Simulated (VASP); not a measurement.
Wanted: the native input for a VASP 6.6.1 run.

```yaml
Task: single point
Functional: PBEsol
Potentials_or_basis: VASP PAW PBE potentials, release 64 (Mg, O)
Cutoff: 520 eV
k_mesh: 10 × 10 × 10
Occupations: gaussian, width 0.05 eV
Spin: no spin polarisation
Dipole_correction: no
Further_INCAR_settings: ALGO = Normal; EDIFF = 1e-07; NBANDS = 11
```

The structure of MgO lies in POSCAR:

```
MgO
1.0
    0.0000000000      2.1351500000      2.1351500000
    2.1351500000      0.0000000000      2.1351500000
    2.1351500000      2.1351500000      0.0000000000
Mg O
1 1
Direct
    0.0000000000      0.0000000000      0.0000000000
    0.5000000000      0.5000000000      0.5000000000
```

These files were run (other wordings do the same):

INCAR

```
PREC     = Accurate       # precision mode
ENCUT    = 520            # plane-wave cutoff, eV
EDIFF    = 1E-7           # SCF threshold, eV
ISMEAR   = 0              # smearing method
SIGMA    = 0.05           # smearing width, eV
LREAL    = False          # projectors in reciprocal space
LASPH    = True           # aspherical terms in the spheres
NELM     = 60             # most SCF steps
ALGO     = Normal         # electronic algorithm
ISIF     = 2              # what is computed and relaxed
LWAVE    = False          # write WAVECAR
LCHARG   = False          # write CHGCAR
GGA      = PS             # functional
NBANDS   = 11             # bands
```

KPOINTS

```
regular mesh
0
Gamma
  10 10 10
```

Potentials or basis: VASP PAW PBE potentials, release 64 (Mg, O).

Launch:

```bash
$ cat potpaw_PBE.64/Mg/POTCAR potpaw_PBE.64/O/POTCAR > POTCAR
$ mpirun -np 1 vasp_std > vasp.out
```

It gave:

```yaml
Pressure: -6.3 GPa
Band_gap_on_the_k_mesh: 4.25 eV, direct
```

Caveat: the PAW data sets were made with another functional, which shifts forces and pressure a little.

Run time: 3.8 s on 1 thread of Intel(R) Xeon(R) 6975P-C (Granite Rapids), with other jobs on the host, peak memory 0.14 GiB.
